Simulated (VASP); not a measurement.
Set up this calculation in VASP 6.6.1, as the native input.

```
Task                   : single point
Functional             : PBE
Potentials or basis    : VASP PAW PBE potentials, release 64 (As)
Cutoff                 : 520 eV
k mesh                 : 15 × 15 × 15
Occupations            : fermi-dirac, width 0.1 eV
Spin                   : no spin polarisation
Dipole correction      : no
Further INCAR settings : ALGO = Normal; EDIFF = 1e-06; NBANDS = 8
```

The structure of As lies in POSCAR:

```
As
1.0
   -1.6119506217      1.6119506217      1.6119506217
    1.6119506217     -1.6119506217      1.6119506217
    1.6119506217      1.6119506217     -1.6119506217
As
1
Direct
    0.0000000000      0.0000000000      0.0000000000
```

This cell differs from its parent crystal: volume scaled by 0.88.

One way to write it, as run:

INCAR

```
SYSTEM = As
ALGO = Normal ; EDIFF = 1E-6
ENCUT = 520 ; GGA = PE
ISIF = 2 ; ISMEAR = -1
LASPH = .TRUE. ; LCHARG = .TRUE.
LELF = .TRUE. ; LREAL = .FALSE.
LVHAR = .TRUE. ; LWAVE = .FALSE.
NBANDS = 8 ; NELM = 60
PREC = Accurate ; SIGMA = 0.1
```

KPOINTS

```
k-points
0
G
  15 15 15
  0 0 0
```

Potentials or basis: VASP PAW PBE potentials, release 64 (As).

Run with:

```console
$ cat potpaw_PBE.64/As/POTCAR > POTCAR
$ mpirun -np 1 vasp_std > vasp.out
```

It gave:

```
Pressure : 13.9 GPa
```

Run time: 4.7 s on 1 thread of Intel Xeon 6975P-C (shared host), peak memory 0.14 GiB.
